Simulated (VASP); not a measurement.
# Ga (I4/mmm) in VASP: further runs, part 2 of 2

VASP 6.6.1.

### Step 3. Electric field gradients, PBEsol (equal xx and yy strain of -2 %)

INCAR

```
ALGO = Normal
EDIFF = 1E-8
ENCUT = 520
GGA = PS
ISIF = 2
ISMEAR = -1
LASPH = T
LCHARG = F
LEFG = T
LREAL = F
LWAVE = F
NBANDS = 12
NELM = 60
PREC = Accurate
SIGMA = 0.03
```

KPOINTS

```
k-points
0
Gamma
  16 16 16
```

POSCAR

```
Ga
1.0
   -1.3759200000      1.3759200000      2.2290000000
    1.3759200000     -1.3759200000      2.2290000000
    1.3759200000      1.3759200000     -2.2290000000
Ga
1
Direct
    0.0000000000      0.0000000000      0.0000000000
```

Potentials or basis: VASP PAW PBE potentials, release 64 (Ga_d).

Run with:

```console
cat potpaw_PBE.64/Ga_d/POTCAR > POTCAR
mpirun -np 1 vasp_std > vasp.out
```

OUTCAR:

```text
EDIFF = 1E-8
   ENCUT = 520
   GGA = PS
   ISIF = 2
   ISMEAR = -1
   LASPH = T
   LREAL = F
   NELM = 60
   PREC = Accurate

 ion  position               nearest neighbor table
   1  0.000  0.000  0.000-

  LATTYP: Found a body centered tetragonal cell.
 ALAT       =     2.7518400000
 C/A-ratio  =     1.6200069771

  Lattice vectors:

 A1 = (  -1.3759200000,   1.3759200000,   2.2290000000)
 A2 = (   1.3759200000,  -1.3759200000,   2.2290000000)
 A3 = (   1.3759200000,   1.3759200000,  -2.2290000000)

Analysis of symmetry for initial positions (statically):
=====================================================================
 Subroutine PRICEL returns:
 Original cell was already a primitive cell.

 Routine SETGRP: Setting up the symmetry group for a
 body centered tetragonal supercell.

 Subroutine GETGRP returns: Found 16 space group operations
 (whereof 16 operations were pure point group operations)
 out of a pool of 16 trial point group operations.

The static configuration has the point symmetry D_4h.

Analysis of symmetry for dynamics (positions and initial velocities):
=====================================================================
 Subroutine PRICEL returns:
 Original cell was already a primitive cell.

 Routine SETGRP: Setting up the symmetry group for a
 body centered tetragonal supercell.

 Subroutine GETGRP returns: Found 16 space group operations
 (whereof 16 operations were pure point group operations)
 out of a pool of 16 trial point group operations.

The dynamic configuration has the point symmetry D_4h.

 Subroutine INISYM returns: Found 16 space group operations
 (whereof 16 operations are pure point group operations),
 and found     1 'primitive' translations

----------------------------------------------------------------------------------------

                                     Primitive cell

  volume of cell :      16.8794

  direct lattice vectors                    reciprocal lattice vectors
    -1.375920000  1.375920000  2.229000000     0.000000000  0.363393221  0.224315837
     1.375920000 -1.375920000  2.229000000     0.363393221  0.000000000  0.224315837
     1.375920000  1.375920000 -2.229000000     0.363393221  0.363393221  0.000000000

  length of vectors
     2.958843134  2.958843134  2.958843134     0.427050614  0.427050614  0.513915621

  position of ions in fractional coordinates (direct lattice)
     0.000000000  0.000000000  0.000000000

  ion indices of the primitive-cell ions
   primitive index   ion index
                 1           1

----------------------------------------------------------------------------------------

 KPOINTS: k-points

Automatic generation of k-mesh.
 Grid dimensions read from file:
 generate k-points for:   16   16   16

 Generating k-lattice:

  Cartesian coordinates                     Fractional coordinates (reciprocal lattice)
     0.000000000  0.022712076  0.014019740     0.062500000  0.000000000  0.000000000
[... 73 lines left out ...]
   EFERMI =   0.00;   METHOD = LEGACY
   ISMEAR =    -1;   SIGMA  =   0.03  broadening in eV -4-tet -1-fermi 0-gaus
   EFERMI_NEDOS =   21; number of points for ismear=-14 and -15
   IALGO  =     38    algorithm
   IMIX   =      4    mixing-type and parameters
     AMIX     =   0.40;   BMIX     =  1.00
     AMIX_MAG =   1.60;   BMIX_MAG =  1.00
  volume/ion in A,a.u.               =      16.88       113.91
  Fermi-wavevector in a.u.,A,eV,Ry     =   1.500619  2.835759 30.638384  2.251858
  Thomas-Fermi vector in A             =   2.612096
   LORBIT       =      0    0 simple, 1 ext, 2 COOP (PROOUT), +10 PAW based schemes
   GGA     = PS    functional components
   LHFCALC =     F    Hartree Fock is set to
   AEXX    =    0.0000 exact exchange contribution
   IVDW    =     0    specifies the selected vdW correction
   LEPSILON=     F    determine dielectric tensor
   LRPA    =     F    only Hartree local field effects (RPA)
 non-spin polarized calculation
  energy-cutoff  :      520.00
  volume of cell :       16.88
 maximum number of plane-waves:       472
 NGX is ok and might be reduce to    24
   NGX = 11   NGY = 11   NGZ = 11

 number of electron      13.0000006 magnetization

 Free energy of the ion-electron system (eV)
  ---------------------------------------------------
  ext. energy  EPLUGINS =         0.00000000
  ---------------------------------------------------
  free energy    TOTEN  =        -3.32622644 eV

  energy without entropy =       -3.32509975  energy(sigma->0) =       -3.32566310

 E-fermi :   6.5019     XC(G=0): -11.7192

 val. band max:        6.4930899255   @ k =   0.2500   0.2500   0.1875
 cond. band min:       6.5030142829   @ k =  -0.3125   0.3750   0.2500
 fundamental gap:      0.0099243574
 Fermi energy:         6.5019311654

 k-point     1 :       0.0000    0.0000    0.0000
  band No.  band energies     occupation
      1      -8.5881      2.00000
      2      -8.4131      2.00000
      3      -8.4131      2.00000
      4      -8.4123      2.00000
      5      -8.2299      2.00000
      6      -5.4596      2.00000
      7      19.9776      0.00000
      8      19.9925      0.00000
      9      19.9925      0.00000
     10      23.2286      0.00000
     11      23.3519      0.00000
     12      24.0840      0.00000
[... 331 lines left out ...]
 k-point    24 :      -0.0625    0.0625    0.0000
  band No.  band energies     occupation
      1      -8.5703      2.00000
      2      -8.4230      2.00000
      3      -8.4067      2.00000
      4      -8.4057      2.00000
      5      -8.2388      2.00000
      6      -5.3012      2.00000
      7      18.7354      0.00000
      8      19.0559      0.00000
      9      19.4507      0.00000
     10      21.4842      0.00000
     11      24.5542      0.00000
     12      24.8763      0.00000

 [... further k-points ...]

------------------------ aborting loop because EDIFF is reached ----------------------------------------

  FORCE on cell =-STRESS in cart. coord.  units (eV):
  Direction    XX          YY          ZZ          XY          YZ          ZX
  --------------------------------------------------------------------------------------
  -------------------------------------------------------------------------------------
  Total        0.4600555      0.4600555      0.1953001      0.0000000      0.0000000      0.0000000
  in kB       43.6681098     43.6681098     18.5377374      0.0000000      0.0000000      0.0000000
  external PRESSURE =      35.2913190 kB  Pullay stress =       0.0000000 kB

 VOLUME and BASIS-vectors are now :
 -----------------------------------------------------------------------------
  energy-cutoff  :      520.00
  volume of cell :       16.88
      direct lattice vectors                 reciprocal lattice vectors
    -1.375920000  1.375920000  2.229000000     0.000000000  0.363393221  0.224315837
     1.375920000 -1.375920000  2.229000000     0.363393221  0.000000000  0.224315837
     1.375920000  1.375920000 -2.229000000     0.363393221  0.363393221  0.000000000

 POSITION                                       TOTAL-FORCE (eV/Angst)
 -----------------------------------------------------------------------------------
      0.00000      0.00000      0.00000        -0.000000      0.000000     -0.000000
 -----------------------------------------------------------------------------------
    total drift:                               -0.000000      0.000000      0.000000

  FREE ENERGIE OF THE ION-ELECTRON SYSTEM (eV)
  ---------------------------------------------------
  free  energy   TOTEN  =        -3.3262264442 eV

  energy  without entropy=       -3.3250997540  energy(sigma->0) =       -3.32566310

 Electric field gradients (V/A^2)
---------------------------------------------------------------------
 ion       V_xx      V_yy      V_zz      V_xy      V_xz      V_yz
---------------------------------------------------------------------
   1     -13.751   -13.751    27.502    -0.001    -0.001    -0.001
---------------------------------------------------------------------

 Electric field gradients after diagonalization (V/A^2)
 (convention: |V_zz| > |V_xx| > |V_yy|)
----------------------------------------------------------------------
 ion       V_xx      V_yy      V_zz     asymmetry (V_yy - V_xx)/ V_zz
----------------------------------------------------------------------
   1     -13.752   -13.750    27.502       0.000
----------------------------------------------------------------------

           NMR quadrupolar parameters

 Cq : quadrupolar parameter    Cq=e*Q*V_zz/h
 eta: asymmetry parameters     (V_yy - V_xx)/ V_zz
 Q  : nuclear electric quadrupole moment in mb (millibarn)
----------------------------------------------------------------------
 ion       Cq(MHz)       eta       Q (mb)
----------------------------------------------------------------------
   1       0.067       0.000       1.000
----------------------------------------------------------------------
```

OSZICAR:

```text
N       E                     dE             d eps       ncg     rms          rms(c)
DAV:   1     0.419673098700E+02    0.41967E+02   -0.66573E+03  9204   0.194E+03
DAV:   2    -0.140002673915E+01   -0.43367E+02   -0.41740E+02  8884   0.260E+02
DAV:   3    -0.336181345030E+01   -0.19618E+01   -0.19569E+01  9544   0.447E+01
DAV:   4    -0.337701159509E+01   -0.15198E-01   -0.15196E-01  9708   0.412E+00
DAV:   5    -0.337716402036E+01   -0.15243E-03   -0.15242E-03  9924   0.400E-01    0.107E+00
DAV:   6    -0.333578525848E+01    0.41379E-01   -0.68125E-02 10504   0.567E+00    0.494E-01
DAV:   7    -0.332737019428E+01    0.84151E-02   -0.95215E-03 10656   0.181E+00    0.145E-01
DAV:   8    -0.332622422960E+01    0.11460E-02   -0.90775E-04 10640   0.548E-01    0.739E-03
DAV:   9    -0.332622587504E+01   -0.16454E-05   -0.81656E-06 10836   0.470E-02    0.349E-03
DAV:  10    -0.332622650950E+01   -0.63446E-06   -0.32174E-07  9768   0.910E-03    0.211E-04
DAV:  11    -0.332622646618E+01    0.43317E-07   -0.77317E-09  7296   0.148E-03    0.890E-05
DAV:  12    -0.332622644546E+01    0.20718E-07   -0.95073E-10  5848   0.394E-04    0.577E-06
DAV:  13    -0.332622644420E+01    0.12628E-08   -0.18159E-10  5276   0.196E-04
   1 F= -.33262264E+01 E0= -.33256631E+01  d E =-.112669E-02
```

stdout:

```text
POSCAR found type information on POSCAR Ga
 POSCAR found :  1 types and       1 ions
 scaLAPACK will be used
 -----------------------------------------------------------------------------
|                                                                             |
|                                                                             |
|     You enforced a specific xc type in the INCAR file but a different       |
|     I HOPE YOU KNOW WHAT YOU ARE DOING!                                     |
|                                                                             |
 -----------------------------------------------------------------------------

 LDA part: xc-table for (Slater+PW92), standard interpolation
 POSCAR, INCAR and KPOINTS ok, starting setup
 FFT: planning ... GRIDC
 FFT: planning ... GRID_SOFT
 FFT: planning ... GRID
 WAVECAR not read
 entering main loop
ion   1
```

Wall time 97 s (1 thread of AMD EPYC 7R13, shared host); peak memory 0.16 GiB.

Results:

```yaml
Free_energy: -3.3262 eV
Pressure: 3.5 GPa
```

Stress tensor (GPa, compression positive):
```
4.37 0.00 0.00
0.00 4.37 0.00
0.00 0.00 1.85
```

Electric field gradients, principal values (V/Å²):
| atom | least | middle | greatest (by size) |
| --- | --- | --- | --- |
| 1 Ga | -13.750 | -13.752 | 27.502 |

Caveat: the cell differs from its parent crystal (equal xx and yy strain of -2 %); without QUAD_EFG the Cq values of the log hold for a quadrupole moment of 1 mb, not for the nuclei; the PAW data sets were made with another functional, which shifts forces and pressure a little.
